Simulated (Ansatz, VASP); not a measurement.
Ag: VASP beside Ansatz

```
Ag
1.0
    -1.63402    1.63402    1.63402
     1.63402   -1.63402    1.63402
     1.63402    1.63402   -1.63402
Ag
1
Direct
  0.00000 0.00000 0.00000
```

Alike in both runs: functional r2SCAN; k mesh 14 × 14 × 14; occupations fermi-dirac, width 0.1 eV; no spin polarisation.

Ansatz relaxed the structure, and its values are those at the end. VASP's run is a single point on that final structure, the one shown.

|  | VASP | Ansatz |
| --- | --- | --- |
| version | VASP 6.6.1 | Ansatz 0.2.0 |
| potentials or method | VASP PAW PBE potentials, release 64 (Ag), cutoff 520 eV | plane waves (500 eV) with PAW, scalar-relativistic |
| valence electrons in the cell | 11 | 19 |

```csv
,VASP,Ansatz,Ansatz less VASP
pressure (GPa),0.1,0.0,-0.13
```

VASP's potentials were made for PBE, not for r2SCAN. VASP's potentials hold 11 valence electrons a cell and Ansatz's 19, so a difference there can come from the potentials and not from the codes.
